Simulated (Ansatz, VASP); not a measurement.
# Ir in VASP and in Ansatz

INCAR

```
ALGO = Normal ; EDIFF = 1E-6
ENCUT = 500 ; GGA = CA
GGA_COMPAT = False ; ISIF = 2
ISMEAR = 0 ; LASPH = True
LCHARG = False ; LREAL = False
LWAVE = False ; NBANDS = 14
NELM = 120 ; PREC = Accurate
SIGMA = 0.15
```

KPOINTS

```
k-points
0
Gamma
  22 22 22
```

File POSCAR:

```
Ir
1.0
    0.0000000000      1.9197068250      1.7770726079
    1.9197068250      0.0000000000      1.7770726079
    1.9197068250      1.9197068250      0.0000000000
Ir
1
Direct
    0.0000000000      0.0000000000      0.0000000000
```

Input for Ansatz:

```yaml
crystal:
  lattice:
    - [0.0, 1.919706825, 1.7770726079]
    - [1.919706825, 0.0, 1.7770726079]
    - [1.919706825, 1.919706825, 0.0]
  atoms:
    - { symbol: Ir, position: [0.0, 0.0, 0.0] }
basis:
  ecutwfc: 420
kpoints:
  mp_grid: { grid: [22, 22, 22] }
hamiltonian:
  xc: lda
  pseudopotentials: { kind: paw, azcp: { folder: soft_1 } }
scf:
  occupations: { method: gaussian, width: 0.15 }
output:
  forces: true
  stress: true
  eigenvalues: true
  write_density: true
  write_potential: true
  elf: true
  volumetric_format: npy
```

Alike in both runs: task single point; functional LDA; k mesh 22 × 22 × 22; occupations gaussian, width 0.15 eV; no spin polarisation.

|  | VASP | Ansatz |
| --- | --- | --- |
| version | VASP 6.6.1 | Ansatz 0.2.0 |
| potentials or method | VASP PAW LDA potentials, release 64 (Ir_sv_GW), cutoff 500 eV | scalar-relativistic, plane waves, PAW |
| valence electrons in the cell | 17 | 17 |

```tsv
	VASP	Ansatz	Ansatz less VASP
gap on the k mesh at the Fermi level (eV)	none	none	-
pressure (GPa)	25.4	27.1	+1.70
traceless stress, the component that is largest in VASP (GPa)	22.05	22.16	+0.112
```

Ansatz warns that its potentials were made for another functional, while VASP's fit it. LDA's correlation is that of Perdew and Zunger in VASP and of Perdew and Wang (1992) in Ansatz. A gap of «none» marks a metal or a gap that the smearing closes.

Neither program's run includes spin-orbit coupling.
